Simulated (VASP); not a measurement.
Crystal: PbS.

```
Pb S
1.0
     2.12665    1.22782    3.47478
    -2.12665    1.22782    3.47478
     0.00000   -2.45565    3.47478
Pb S
1 1
Direct
  0.98057 0.98057 0.98057
  0.47504 0.47504 0.47504
```

Base run:

| Item | Value |
| --- | --- |
| Program | VASP 6.6.1 |
| Functional | PBEsol |
| Potentials or basis | VASP PAW PBE potentials, release 64 (Pb_d, S) |
| Cutoff | 520 eV |
| k mesh | 8 × 8 × 8 |
| Occupations | fermi-dirac, width 0.05 eV |
| Spin | no spin polarisation |

Its results: band gap on the k mesh 0.42 eV, direct; pressure -3.0 GPa.

The run is repeated on the same cell with these changes: functional from PBEsol to PBE; further incar settings from ALGO = Normal; EDIFF = 1e-07; NBANDS = 17 to ALGO = Normal; EDIFF = 1e-06; NBANDS = 17. What comes out?

Band gap on the k mesh 0.52 eV, direct; pressure -0.2 GPa.

Caveats: spin-orbit coupling is left out, which moves the levels of the heavy elements; the PAW data sets were made with another functional, which shifts forces and pressure a little (some runs).

A k mesh can miss the band edges.
